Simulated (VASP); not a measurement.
Wanted: the native input for a VASP 6.6.1 run.

```
Task                   : single point
Functional             : PBE
Potentials or basis    : VASP PAW PBE potentials, release 64 (Zn, In_d, O)
Cutoff                 : 520 eV
k mesh                 : 14 × 14 × 8
Occupations            : gaussian, width 0.1 eV
Spin                   : no spin polarisation
Dipole correction      : no
Further INCAR settings : ALGO = Normal; EDIFF = 1e-07; NBANDS = 30
```

The structure of Zn2InO lies in POSCAR:

```
Zn2InO
1.0
    3.0707128954      0.0000000000      0.0000000000
    0.0000000000      3.0707128954      0.0000000000
    0.0000000000      0.0000000000      6.7901816655
Zn In O
2 1 1
Direct
    0.5000000000      0.0000000000      0.8188965248
    0.0000000000      0.5000000000      0.1811034752
    0.5000000000      0.5000000000      0.5000000000
    0.0000000000      0.0000000000      0.0000000000
```

The input as run:

INCAR

```
SYSTEM = Zn2InO
PREC = Accurate
ENCUT = 520
EDIFF = 1E-7
ISMEAR = 0
SIGMA = 0.1
LREAL = .FALSE.
LASPH = .TRUE.
NELM = 100
ALGO = Normal
ISIF = 2
LWAVE = .FALSE.
LCHARG = .TRUE.
GGA = PE
LELF = .TRUE.
LVHAR = .TRUE.
NBANDS = 30
```

KPOINTS

```
regular mesh
0
G
  14 14 8
  0 0 0
```

Potentials or basis: VASP PAW PBE potentials, release 64 (Zn, In_d, O).

The run is started by

```bash
$ cat potpaw_PBE.64/Zn/POTCAR potpaw_PBE.64/In_d/POTCAR potpaw_PBE.64/O/POTCAR > POTCAR
$ mpirun -np 1 vasp_std > vasp.out
```

Results of the run:

The pressure is 7.5 GPa. The largest force is 0.076 eV/Å. The band gap on the k mesh is zero (an odd number of electrons rules out a gap without spin polarisation).

Caveat: the cell stands under pressure; spin-orbit coupling is left out, which moves the levels of the heavy elements.

Wall time 5.2 min on 1 thread of Intel Xeon 8259CL, on a shared host, peak memory 0.4 GiB.
